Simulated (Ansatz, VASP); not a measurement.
**Sb in VASP and in Ansatz**

```xyz
2
Lattice="4.0588 0.0000 0.0000 -2.0294 3.5150 0.0000 0.0000 0.0000 27.1000" Properties=species:S:1:pos:R:3 pbc="T T T"
Sb    0.0000    2.3433    6.9941
Sb    2.0294    1.1717    8.6559
```

Alike in both runs: functional revPBE; dispersion D3(BJ); k mesh 12 × 12 × 1; occupations gaussian, width 0.03 eV; no spin polarisation.

Ansatz relaxed the structure, and its values are those at the end. VASP's run is a single point on that final structure, the one shown.

|  | VASP | Ansatz |
| --- | --- | --- |
| version | VASP 6.6.1 | Ansatz 0.2.0 |
| potentials or method | VASP PAW PBE potentials, release 64 (Sb_d_GW), cutoff 400 eV | scalar-relativistic, plane waves, PAW |
| valence electrons in the cell | 30 | 30 |

```tsv
	VASP	Ansatz	Ansatz less VASP
gap on the k mesh at the Fermi level (eV)	1.17	1.17	-0.002
least direct gap on the mesh (eV)	1.72	1.72	+0.001
```

VASP's potentials were made for PBE, not for revPBE. Ansatz's warnings: slab cell height set, structure snapped to symmetry, xc potential rough in thin density.

Neither program's run includes spin-orbit coupling.
